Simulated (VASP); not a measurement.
Set up this calculation in VASP 6.6.1, as the native input.

```
Task                   : single point
Functional             : RPBE
Potentials or basis    : VASP PAW PBE potentials, release 64 (Pt, Fe)
Cutoff                 : 600 eV
k mesh                 : 10 × 10 × 7
Occupations            : fermi-dirac, width 0.05 eV
Spin                   : collinear spin, ferromagnetic start
Starting moments       : [0.0, 3.0] μB
Dipole correction      : no
Further INCAR settings : ALGO = Normal; EDIFF = 1e-06; NBANDS = 20
```

The structure of FePt lies in POSCAR:

```
FePt
1.0
    2.7602528137      0.0000000000      0.0000000000
    0.0000000000      2.7602528137      0.0000000000
    0.0000000000      0.0000000000      3.7748396531
Pt Fe
1 1
Direct
    0.5000000000      0.5000000000      0.5000000000
    0.0000000000      0.0000000000      0.0000000000
```

One way to write it, as run:

INCAR

```
PREC = Accurate ; ENCUT = 600
EDIFF = 1E-6 ; ISMEAR = -1
SIGMA = 0.05 ; LREAL = F
LASPH = T ; NELM = 200
ALGO = Normal ; ISIF = 2
LWAVE = F ; LCHARG = T
ISPIN = 2 ; MAGMOM = 0 3
LORBIT = 11 ; LMAXMIX = 4
GGA = RP ; LELF = T
LVHAR = T ; NBANDS = 20
GGA_COMPAT = F
```

KPOINTS

```
regular mesh
0
Gamma
  10 10 7
```

Potentials or basis: VASP PAW PBE potentials, release 64 (Pt, Fe).

Launch:

```console
$ cat potpaw_PBE.64/Pt/POTCAR potpaw_PBE.64/Fe/POTCAR > POTCAR
$ mpirun -np 1 vasp_std > vasp.out
```

It gave:

| Property | Result |
| --- | --- |
| Pressure | -0.4 GPa |
| Net moment | 3.38 μB per cell |
| Site moments | Pt +0.34; Fe +3.02 μB |
| Valence electrons inside the program's atomic spheres | Pt 9.36; Fe 6.89 |

Caveat: the PAW data sets were made with another functional, which shifts forces and pressure a little.

Run time: 83 s on 1 thread of Oxide Virtual Turin-like Processor (shared host), peak memory 0.2 GiB.
